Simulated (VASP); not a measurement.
**Ta3Cu: single point with PBE**

The system is Ta3Cu.

```
CELL_PARAMETERS angstrom
-1.98644 1.98644 4.20817
1.98644 -1.98644 4.20817
1.98644 1.98644 -4.20817
ATOMIC_POSITIONS crystal
Ta 0.50000 0.50000 0.00000
Ta 0.25000 0.75000 0.50000
Ta 0.75000 0.25000 0.50000
Cu 0.00000 0.00000 0.00000
```

| Quantity | Value |
| --- | --- |
| Program | VASP 6.6.1 |
| Task | single point |
| Functional | PBE |
| Potentials or basis | VASP PAW PBE potentials, release 64 (Ta_pv, Cu) |
| Cutoff | 520 eV |
| k mesh | 7 × 7 × 7 |
| Occupations | fermi-dirac, width 0.05 eV |
| Spin | no spin polarisation |
| Dipole correction | no |
| Further INCAR settings | ALGO = Normal; EDIFF = 1e-06; NBANDS = 30 |

The pressure is 4.6 GPa and the band gap on the k mesh is zero (bands 22 and 23 overlap by 0.81 eV).

Stress tensor (GPa, compression positive):
```
5.32 0.00 0.00
0.00 5.32 0.00
0.00 0.00 3.13
```

Levels at points of the mesh, in eV from the Fermi level:
```tsv
k point	band 18	band 19	band 20	band 21	band 22	band 23	band 24	band 25	band 26	band 27
(0.00, 0.00, 0.00)	-1.96	-1.65	-1.65	-0.14	-0.14	0.09	1.97	2.29	2.44	2.83
```

Run time: 5.9 min on 1 thread of Intel Xeon 8259CL (shared host), peak memory 0.28 GiB.

Caveat: the cell stands under pressure; spin-orbit coupling is left out, which moves the levels of the heavy elements.
